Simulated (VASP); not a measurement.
# Al16HO24 (a cell with a defect) in VASP: further runs

Al16HO24 (a cell with a defect) is run at these levels: r2SCAN+D3(BJ); tasks: single point.

Program: VASP 6.6.1. These are calculated values, not measurements. Logs are shortened: lines on timing, memory, paths and dates and some standing lists are left out, and cuts for length are marked.

### Step 1. The cell of the first run

The cell holds a defect, 41 atoms: a = 6.990 Å, b = 6.990 Å, c = 6.990 Å, α = 85.71°, β = 85.71°, γ = 85.71°.

### Step 2. Single point, r2SCAN+D3(BJ), collinear spin

The input, POSCAR:

```
Al16HO24
1.0
   -4.7540000000     -2.7447230000      4.3273330000
    4.7540000000     -2.7447230000      4.3273330000
    0.0000000000      5.4894460000      4.3273330000
Al O H
16 24 1
Direct
    0.3577388512      0.3498507570      0.3563451525
    0.1465832405      0.1419976284      0.1458206435
    0.6397608947      0.6632148282      0.6529634202
    0.8413067123      0.8473647687      0.8447365095
    0.8515114812      0.8608509848      0.3554931855
    0.6579908885      0.6463165090      0.1464013878
    0.1529328496      0.1417212383      0.6449546734
    0.3538314656      0.3529269641      0.8486568804
    0.8520300908      0.3508731704      0.8453560246
    0.6506474479      0.1530664635      0.6529569757
    0.1490392063      0.6522365139      0.1434170039
    0.3487415528      0.8489729369      0.3473018056
    0.3581600729      0.8593380283      0.8531999478
    0.1435188320      0.6428246797      0.6428508674
    0.6476804709      0.1496998231      0.1560244937
    0.8636321732      0.3469304483      0.3549281785
    0.3838247950      0.6073207983      0.7528847367
    0.7442572739      0.4028605553      0.5897718439
    0.5929373060      0.7462397881      0.4126409425
    0.5871252195      0.3977688879      0.2390699370
    0.2545050635      0.5943241632      0.3962332632
    0.4071452596      0.2484788734      0.5890223963
    0.9072166604      0.0988447630      0.7509792296
    0.2665345286      0.9088357486      0.6018213556
    0.1049250808      0.2461955899      0.4007743187
    0.0979272810      0.8997783538      0.2498295098
    0.7677576061      0.0858686704      0.4216395743
    0.8952911277      0.7521905808      0.6117158157
    0.9132925533      0.5909114006      0.2654772793
    0.2314465934      0.3997049022      0.0939140355
    0.0872983196      0.7631081640      0.8924452914
    0.0967442272      0.3969545764      0.7369899370
    0.7393486094      0.5856043940      0.9192237217
    0.8964082447      0.2367111475      0.1037625395
    0.4070169517      0.0943118612      0.2529232865
    0.7544045703      0.9008075993      0.0973684615
    0.5986342827      0.2454159402      0.8948961443
    0.5995157446      0.9134408603      0.7614696987
    0.2591878336      0.0875008332      0.9044745786
    0.3954962544      0.7629342014      0.0901676992
    0.0070266686      0.5089408462     -0.0218987662
```

The input, INCAR.step1:

```
  PREC = Accurate
  ENCUT = 520
  ISMEAR = -1
  SIGMA = 0.05
  LREAL = Auto
  LASPH = T
  NELM = 150
  ISPIN = 2
  MAGMOM = 0 0 0 0 0 0 0 0 0 0 0 0 0 0 0 0 0 0 0 0 0 0 0 0 0 0 0 0 0 0 0 0 0 0 0 0 0 0 0 0 0.57
  NBANDS = 126
  GGA = PE
  ALGO = Normal
  EDIFF = 1E-4
  LWAVE = T
  LCHARG = F
```

The input, INCAR.step2:

```
  PREC = Accurate
  ENCUT = 520
  EDIFF = 1E-6
  ISMEAR = -1
  SIGMA = 0.05
  LREAL = Auto
  LASPH = T
  NELM = 150
  ALGO = Normal
  ISIF = 2
  LWAVE = F
  LCHARG = F
  ISPIN = 2
  MAGMOM = 0 0 0 0 0 0 0 0 0 0 0 0 0 0 0 0 0 0 0 0 0 0 0 0 0 0 0 0 0 0 0 0 0 0 0 0 0 0 0 0 0.57
  LORBIT = 11
  METAGGA = R2SCAN
  LMIXTAU = T
  IVDW = 12
  VDW_S6 = 1.0
  VDW_S8 = 0.78981345
  VDW_A1 = 0.49484001
  VDW_A2 = 5.73083694
  NBANDS = 126
  ISTART = 1
```

The input, KPOINTS:

```
Automatic mesh
0
Gamma
  1 1 1
```

Potentials or basis: VASP PAW PBE potentials, release 64 (Al, O, H).

Command:

```bash
$ cat potpaw_PBE.64/Al/POTCAR potpaw_PBE.64/O/POTCAR potpaw_PBE.64/H/POTCAR > POTCAR
$ cp INCAR.step1 INCAR
$ mpirun -np 1 vasp_gam > vasp.out
$ cp INCAR.step2 INCAR
$ mpirun -np 1 vasp_gam > vasp.out
```

OUTCAR:

```text
PREC = Accurate
   ENCUT = 520
   EDIFF = 1E-6
   ISMEAR = -1
   LREAL = Auto
   LASPH = T
   NELM = 150
   ISIF = 2
   ISPIN = 2
   LORBIT = 11
   METAGGA = R2SCAN
   IVDW = 12
   ISTART = 1
 IVDW          = 12

 ion  position               nearest neighbor table
   1  0.358  0.350  0.356-  22 1.77  20 1.79  21 1.84  25 1.95  35 1.97  30 2.09   2 2.72  15 2.73
                             7 2.77  11 2.86  14 3.19  10 3.19   6 3.25
   2  0.147  0.142  0.146-  26 1.84  34 1.86  39 1.86  30 1.94  25 1.97  35 2.02   1 2.72  16 2.75
                            12 2.76   8 2.83   5 3.16  13 3.16   9 3.24
   3  0.640  0.663  0.653-  19 1.78  17 1.93  28 1.93  38 1.95  18 1.98  33 2.06   4 2.50  13 2.68
                             5 2.80   9 2.85  12 3.20   8 3.22
   4  0.841  0.847  0.845-  28 1.81  31 1.82  38 1.84  36 1.88  23 1.91  33 2.03   3 2.50   6 2.74
                            10 2.75  14 2.81  11 3.26   7 3.27  15 3.29
   5  0.852  0.861  0.355-  27 1.72  26 1.85  28 1.93  36 1.97  19 2.03  29 2.04   6 2.67  15 2.74
                             3 2.80  11 2.84   2 3.16  14 3.20  10 3.20
   6  0.658  0.646  0.146-  33 1.72  20 1.90  36 1.95  40 2.01  29 2.02  19 2.04   5 2.67   4 2.74
                            16 2.82  12 2.83   9 3.22  13 3.24   1 3.25
   7  0.153  0.142  0.645-  24 1.79  25 1.85  23 1.86  32 1.94  22 1.98  39 2.01   8 2.67  13 2.74
                             1 2.77   9 2.82  16 3.16  12 3.19   4 3.27
   8  0.354  0.353  0.849-  37 1.86  17 1.87  30 1.90  22 2.01  32 2.01  39 2.02   7 2.67  10 2.75
                            14 2.79   2 2.83   3 3.22  11 3.23  15 3.26
   9  0.852  0.351  0.845-  33 1.86  32 1.86  23 1.93  41 1.93  34 1.96  37 1.97  18 1.99  10 2.56
                             7 2.82  15 2.85   3 2.85  14 3.17   6 3.22   2 3.24
  10  0.651  0.153  0.653-  27 1.83  38 1.84  22 1.85  37 1.86  18 1.92  23 1.97   9 2.56   4 2.75
                             8 2.75  16 2.79  13 3.18   1 3.19   5 3.20
  11  0.149  0.652  0.143-  29 1.86  30 1.86  31 1.93  26 1.93  40 1.94  41 1.95  21 1.97  12 2.60
                            13 2.79   5 2.84   1 2.86   8 3.23  16 3.23   4 3.26
  12  0.349  0.849  0.347-  35 1.85  19 1.88  24 1.90  26 1.93  40 1.93  21 1.94  11 2.60   2 2.76
                            14 2.80   6 2.83   7 3.19   3 3.20  15 3.22
  13  0.358  0.859  0.853-  39 1.74  40 1.77  38 1.82  24 1.91  17 1.94  31 2.05   3 2.68   7 2.74
                            14 2.78  11 2.79   2 3.16  10 3.18   6 3.24
  14  0.144  0.643  0.643-  32 1.84  28 1.86  21 1.88  17 1.89  31 1.99  24 2.10  13 2.78   8 2.79
                            12 2.80   4 2.81   9 3.17   1 3.19   5 3.20
  15  0.648  0.150  0.156-  35 1.82  20 1.88  34 1.89  36 1.90  37 1.94  27 2.10  16 2.65   1 2.73
                             5 2.74   9 2.85  12 3.22   8 3.26   4 3.29
  16  0.864  0.347  0.355-  25 1.82  29 1.82  18 1.84  34 1.96  27 2.00  20 2.15  15 2.65   2 2.75
                            10 2.79   6 2.82   7 3.16  11 3.23
  17  0.384  0.607  0.753-   8 1.87  14 1.89   3 1.93  13 1.94
  18  0.744  0.403  0.590-  16 1.84  10 1.92   3 1.98   9 1.99
  19  0.593  0.746  0.413-   3 1.78  12 1.88   5 2.03   6 2.04
  20  0.587  0.398  0.239-   1 1.79  15 1.88   6 1.90  16 2.15
  21  0.255  0.594  0.396-   1 1.84  14 1.88  12 1.94  11 1.97
  22  0.407  0.248  0.589-   1 1.77  10 1.85   7 1.98   8 2.01
[... 16 lines left out ...]
  39  0.259  0.088  0.904-  13 1.74   2 1.86   7 2.01   8 2.02
[... 268 lines left out ...]
      3     -13.2567      1.00000
      4     -13.2327      1.00000
      5     -12.8514      1.00000
      6     -12.8051      1.00000
[... 100 lines left out ...]
    107      16.7839      0.00000
    108      16.8891      0.00000
 Fermi energy:         9.8100737600

 spin component 2

 k-point     1 :       0.0000    0.0000    0.0000
  band No.  band energies     occupation
      1     -14.4699      1.00000
      2     -13.4749      1.00000
      3     -13.2437      1.00000
      4     -13.2087      1.00000
      5     -12.8147      1.00000
      6     -12.7667      1.00000
[... 100 lines left out ...]
    107      16.8177      0.00000
    108      16.9118      0.00000
 [bands above 108 left out]

------------------------ aborting loop because EDIFF is reached ----------------------------------------

 Edisp (eV)   -4.56266

 E8    (eV) :    -1.3144

  FORCE on cell =-STRESS in cart. coord.  units (eV):
  Direction    XX          YY          ZZ          XY          YZ          ZX
  --------------------------------------------------------------------------------------
  -------------------------------------------------------------------------------------
  Total       4.88747     2.19886     5.21620     1.88605     1.13532     0.97521
  in kB      23.11348    10.39871    24.66811     8.91939     5.36909     4.61188
  external pressure =       19.39 kB  Pullay stress =        0.00 kB

 VOLUME and BASIS-vectors are now :
 -----------------------------------------------------------------------------
  energy-cutoff  :      520.00
  volume of cell :      338.79
      direct lattice vectors                 reciprocal lattice vectors
    -4.754000000 -2.744723000  4.327333000    -0.105174590 -0.060722582  0.077029739
     4.754000000 -2.744723000  4.327333000     0.105174590 -0.060722582  0.077029739
     0.000000000  5.489446000  4.327333000     0.000000000  0.121445163  0.077029739

 POSITION                                       TOTAL-FORCE (eV/Angst)
 -----------------------------------------------------------------------------------
     -0.03750      0.01400      4.60400         0.791162     -0.294430     -1.340305
     -0.02180      0.00840      1.87980         0.118986     -0.470043      0.489522
      0.11150      0.00810      8.46400        -1.225511      0.599175     -1.638239
      0.02880      0.00220     10.96290        -0.069977      0.082093      3.147084
      0.04440     -2.74850      8.94830        -1.925772      0.531390     -1.229712
     -0.05550     -2.77630      6.27770         1.119488      2.205655      0.652138
[... 33 lines left out ...]
      1.74680     -2.68460      5.40310        -1.935316      1.129103      0.642473
      2.38610      3.95305      6.46533         0.048131      0.276484     -0.051015
 -----------------------------------------------------------------------------------
    total drift:                                0.002750      0.003122      0.000528

  FREE ENERGIE OF THE ION-ELECTRON SYSTEM (eV)
  ---------------------------------------------------
  free  energy   TOTEN  =      -386.6840210732 eV

  energy  without entropy=     -386.6840210731  energy(sigma->0) =     -386.68402107

 total charge

# of ion       s       p       d       tot
------------------------------------------
    1        0.315   0.427   0.000   0.742
    2        0.303   0.402   0.000   0.704
    3        0.303   0.394   0.000   0.697
    4        0.316   0.436   0.000   0.752
    5        0.310   0.412   0.000   0.721
    6        0.305   0.399   0.000   0.704
[... 33 lines left out ...]
   40        1.552   3.684   0.000   5.236
   41        0.487   0.013   0.000   0.499
--------------------------------------------------
tot         42.667  94.917   0.000 137.584

 magnetization (x)

# of ion       s       p       d       tot
------------------------------------------
    1        0.001   0.001   0.000   0.002
    2       -0.000  -0.000   0.000  -0.000
    3        0.001   0.000   0.000   0.001
    4       -0.000  -0.000   0.000  -0.001
    5        0.000   0.000   0.000   0.000
    6       -0.000  -0.000   0.000  -0.000
[... 33 lines left out ...]
   40        0.000   0.000   0.000   0.001
   41        0.358   0.003   0.000   0.361
--------------------------------------------------
tot          0.403   0.262   0.000   0.666
```

Run time: 8.8 min. Hardware: 1 thread of AMD EPYC 7R13, shared host; peak memory 0.62 GiB.

What came out:

| Quantity | Value |
| --- | --- |
| Free energy | -386.6840 eV |
| Pressure | 1.9 GPa |
| Largest force | 3.149 eV/Å |
| Band gap on the k mesh | 3.02 eV |
| Net moment | 1.00 μB per cell |
| Site moments | Al +0.00, -0.00, -0.01 (each value once); O +0.00, +0.03, +0.06, +0.07, +0.05 (each value once); H +0.36 μB |
| Valence electrons inside the program's atomic spheres | Al 0.74, 0.70, 0.75, 0.72, 0.68, 0.69, 0.71, 0.78 (each value once); O 5.23, 5.21, 5.22, 5.25, 5.26, 5.20, 5.24, 5.28 (each value once); H 0.50 |
| Dispersion energy per atom | -0.111 eV |

Forces in eV/Å, atoms in the order of the input:
```
Al   0.791 -0.294 -1.340
Al   0.119 -0.470  0.490
Al  -1.226  0.599 -1.638
Al  -0.070  0.082  3.147
Al  -1.926  0.531 -1.230
Al   1.119  2.206  0.652
Al   0.425  0.257  0.116
Al   0.125  0.566 -0.069
Al  -0.447  0.811  0.056
Al  -0.077 -0.431 -0.235
Al   0.029 -0.084 -0.795
Al  -0.260  0.187  1.074
Al   0.297  0.268 -1.649
Al   0.373 -0.048  1.090
Al  -0.343 -0.900 -1.024
Al   0.254  0.141 -0.052
O   -2.323 -0.404  0.623
O    0.513  0.294  1.128
O    0.208 -1.487 -0.402
O   -0.439 -0.356  1.451
O    0.593  0.442  0.614
O   -0.046  1.069  1.076
O    0.038  0.128 -0.072
O    0.044 -0.647 -1.998
O   -0.018  0.353 -0.186
O    0.285  0.475  0.231
O    2.388 -1.002 -0.375
O   -0.629 -1.337 -1.352
O    1.468 -0.066 -0.502
O   -1.510 -1.063  0.785
O   -0.708  0.828  0.608
O   -0.264 -0.356  0.124
O    0.732 -2.693 -1.393
O    0.049 -0.324  0.312
O   -0.020 -0.124 -0.165
O    0.136  1.001 -0.048
O    0.695  0.690  0.784
O   -0.890  0.216 -1.425
O    2.402 -0.463  0.997
O   -1.935  1.129  0.642
H    0.048  0.276 -0.051
```

Caveat: the k points lie up to 0.90 Å⁻¹ apart; the PAW data sets were made with another functional, which shifts forces and pressure a little.

(Continued in part 2 of 4.)
